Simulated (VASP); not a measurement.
Input of a VASP 6.6.1 run:

Contents of INCAR:

```
SYSTEM = SiC
PREC = Accurate
ENCUT = 520
EDIFF = 1E-7
ISMEAR = 0
SIGMA = 0.05
LREAL = .FALSE.
LASPH = .TRUE.
NELM = 80
ALGO = Normal
ISIF = 2
LWAVE = .FALSE.
LCHARG = .TRUE.
GGA = PE
LELF = .TRUE.
LVHAR = .TRUE.
NBANDS = 11
```

Contents of KPOINTS:

```
Automatic mesh
0
G
  12 12 12
  0 0 0
```

Contents of POSCAR:

```
SiC
1.0
    0.1130100367      2.2319482243      2.2319482243
    2.2319482243      0.1130100367      2.2319482243
    2.2319482243      2.2319482243      0.1130100367
Si C
1 1
Direct
    0.0000000000      0.0000000000      0.0000000000
    0.7500000000      0.7500000000      0.7500000000
```

Potentials or basis: VASP PAW PBE potentials, release 64 (Si, C).

Run with:

```bash
$ cat potpaw_PBE.64/Si/POTCAR potpaw_PBE.64/C/POTCAR > POTCAR
$ mpirun -np 1 vasp_std > vasp.out
```

(1) Estimate the pressure.

(2) What does it give for the largest force?

(3) Estimate the band gap on the k mesh.

Results:

(1) 6.5 GPa.

(2) 0.502 eV/Å.

(3) 1.09 eV, indirect (least direct gap 4.06 eV).
